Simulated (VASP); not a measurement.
Here is a VASP 6.6.1 calculation.

Contents of INCAR:

```
PREC = Accurate
ENCUT = 520
EDIFF = 1E-7
ISMEAR = -1
SIGMA = 0.01
LREAL = Auto
LASPH = T
NELM = 100
ALGO = Normal
ISIF = 2
LWAVE = F
LCHARG = T
GGA = PE
LELF = T
LVHAR = T
NBANDS = 126
```

The input KPOINTS:

```
Automatic mesh
0
Gamma
  3 3 2
```

POSCAR

```
Zn12SeS11
1.0
    5.7340500000      3.3105553110      0.0000000000
   -5.7340500000      3.3105553110      0.0000000000
    0.0000000000      0.0000000000     12.5200000000
Zn S Se
12 11 1
Direct
   -0.0014014984     -0.0014014984     -0.0007343411
    0.3333333333      0.6680681651     -0.0007343411
    0.6680681651      0.3333333333     -0.0007343411
   -0.0116713879     -0.0116713879      0.5029499543
    0.3333333333      0.6783380546      0.5029499543
    0.6783380546      0.3333333333      0.5029499543
    0.3333333333      0.3333333333      0.2429315783
    0.6666666667      0.0000000000      0.2495351618
    0.0000000000      0.6666666667      0.2495351618
    0.3333333333      1.0009667352      0.7509379081
    0.6656999315      0.6656999315      0.7509379081
    0.0009667352      0.3333333333      0.7509379081
   -0.0020892257     -0.0020892257      0.1856428751
    0.3333333333      0.6687558923      0.1856428751
    0.6687558923      0.3333333333      0.1856428751
   -0.0015887557     -0.0015887557      0.6890300400
    0.3333333333      0.6682554224      0.6890300400
    0.6682554224      0.3333333333      0.6890300400
    0.6666666667      0.0000000000      0.4369577955
    0.0000000000      0.6666666667      0.4369577955
    0.3333333333      1.0011362137      0.9377078541
    0.6655304529      0.6655304529      0.9377078541
    0.0011362137      0.3333333333      0.9377078541
    0.3333333333      0.3333333333      0.4374796361
```

Potentials or basis: VASP PAW PBE potentials, release 64 (Zn, S, Se).

Launch:

```sh
$ cat potpaw_PBE.64/Zn/POTCAR potpaw_PBE.64/S/POTCAR potpaw_PBE.64/Se/POTCAR > POTCAR
$ mpirun -np 1 vasp_std > vasp.out
```

(1) Estimate the band gap on the k mesh.

(2) Predict the largest force.

(3) Estimate the pressure.

Results:

(1) 2.07 eV.

(2) 0.007 eV/Å.

(3) 2.5 GPa.
